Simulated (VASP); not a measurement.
Wanted: the native input for a VASP 6.6.1 run.

- Task: single point
- Functional: PBEsol
- Potentials or basis: VASP PAW PBE potentials, release 64 (Ti_sv, Al)
- Cutoff: 520 eV
- k mesh: 12 × 12 × 12
- Occupations: gaussian, width 0.15 eV
- Spin: no spin polarisation
- Dipole correction: no
- Further INCAR settings: ALGO = Fast; EDIFF = 1e-06; NBANDS = 18

The structure of TiAl3 lies in POSCAR:

```
TiAl3
1.0
    3.9483448106      0.0000000000      0.0000000000
    0.0000000000      3.9483448106      0.0000000000
    0.0000000000      0.0000000000      3.9483448106
Ti Al
1 3
Direct
    0.0000000000      0.0000000000      0.0000000000
    0.4050234926      0.5000000000      0.0000000000
    0.4050234926      0.0000000000      0.5000000000
   -0.0949765074      0.5000000000      0.5000000000
```

This cell differs from its parent crystal: all Al atoms moved +0.375 Å, as atom 2 towards its neighbour atom 2 (Al) at 3.948 Å.

These files were run (other wordings do the same):

INCAR

```
SYSTEM = TiAl3
PREC     = Accurate       ! precision mode
ENCUT    = 520            ! plane-wave cutoff, eV
EDIFF    = 1E-6           ! SCF threshold, eV
ISMEAR   = 0              ! smearing method
SIGMA    = 0.15           ! smearing width, eV
LREAL    = .FALSE.        ! projectors in reciprocal space
LASPH    = .TRUE.         ! aspherical terms in the spheres
NELM     = 80             ! most SCF steps
ALGO     = Fast           ! electronic algorithm
ISIF     = 2              ! what is computed and relaxed
LWAVE    = .FALSE.        ! write WAVECAR
LCHARG   = .FALSE.        ! write CHGCAR
GGA      = PS             ! functional
NBANDS   = 18             ! bands
```

KPOINTS

```
Automatic mesh
0
G
  12 12 12
  0 0 0
```

Potentials or basis: VASP PAW PBE potentials, release 64 (Ti_sv, Al).

Launch:

```bash
$ cat potpaw_PBE.64/Ti_sv/POTCAR potpaw_PBE.64/Al/POTCAR > POTCAR
$ mpirun -np 1 vasp_std > vasp.out
```

Results of the run:

```json
{"Pressure": "4.7 GPa", "Largest force": "3.576 eV/Å", "Band gap on the k mesh": "zero (an odd number of electrons rules out a gap without spin polarisation)"}
```

Caveat: the cell differs from its parent crystal (all Al atoms moved +0.375 Å, as atom 2 towards its neighbour atom 2 (Al) at 3.948 Å); the cell stands under pressure; the PAW data sets were made with another functional, which shifts forces and pressure a little.

Wall time 6.7 min on 1 thread of AMD EPYC 9R14 (Zen 4), with other jobs on the host, peak memory 0.29 GiB.
